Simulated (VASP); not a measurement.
Set up this calculation in VASP 6.6.1, as the native input.

| Property | Result |
| --- | --- |
| Task | relaxation of cell and atoms |
| Functional | PBE |
| Potentials or basis | VASP PAW PBE potentials, release 64 (Si, Se) |
| Cutoff | 600 eV |
| k mesh | 8 × 8 × 8 |
| Occupations | gaussian, width 0.1 eV |
| Spin | no spin polarisation |
| Dipole correction | no |
| Further INCAR settings | ALGO = Normal; EDIFF = 1e-06; IBRION = 2; EDIFFG = -0.01; NSW = 100; ISIF = 3 |

The structure of Si2Se lies in POSCAR:

```
Si2Se
1.0
    5.6524588189      0.0000000000      0.0000000000
    0.0000000000      5.6524588189      0.0000000000
    0.0000000000      0.0000000000      5.6524588189
Si Se
4 2
Direct
    0.7500000000      0.7500000000      0.7500000000
    0.2500000000      0.2500000000      0.7500000000
    0.2500000000      0.7500000000      0.2500000000
    0.7500000000      0.2500000000      0.2500000000
    0.0000000000      0.0000000000      0.0000000000
    0.5000000000      0.5000000000      0.5000000000
```

One way to write it, as run:

INCAR

```
SYSTEM = Si2Se
PREC     = Accurate       ! precision mode
ENCUT    = 600            ! plane-wave cutoff, eV
EDIFF    = 1E-6           ! SCF threshold, eV
ISMEAR   = 0              ! smearing method
SIGMA    = 0.1            ! smearing width, eV
LREAL    = .FALSE.        ! projectors in reciprocal space
LASPH    = .TRUE.         ! aspherical terms in the spheres
NELM     = 80             ! most SCF steps
ALGO     = Normal         ! electronic algorithm
ISIF     = 3              ! what is computed and relaxed
LWAVE    = .FALSE.        ! write WAVECAR
LCHARG   = .FALSE.        ! write CHGCAR
GGA      = PE             ! functional
IBRION   = 2              ! ionic algorithm
NSW      = 100            ! ionic steps
EDIFFG   = -0.01          ! ionic threshold
```

KPOINTS

```
Automatic mesh
0
G
  8 8 8
  0 0 0
```

Potentials or basis: VASP PAW PBE potentials, release 64 (Si, Se).

Launch:

```sh
$ cat potpaw_PBE.64/Si/POTCAR potpaw_PBE.64/Se/POTCAR > POTCAR
$ mpirun -np 1 vasp_std > vasp.out
```

Results of the run:

```
Relaxed volume                         : 30.21 Å³/atom
Relaxed cell                           : a = 5.660 Å, b = 5.660 Å, c = 5.660 Å, α = 90.00°, β = 90.00°, γ = 90.00°
Space group after relaxing (to 0.05 Å) : Pn-3m (No. 224)
Energy gained by relaxing              : 0.1 meV/atom
Ionic steps                            : 2
Pressure after relaxing                : 0.0 GPa
Band gap on the k mesh                 : zero (band 14 reaches 3.26 eV, above the bottom of band 15 at 2.06 eV)
```

It took 84 s on 1 thread of Intel(R) Xeon(R) 6975P-C (Granite Rapids), with other jobs on the host, peak memory 0.41 GiB.
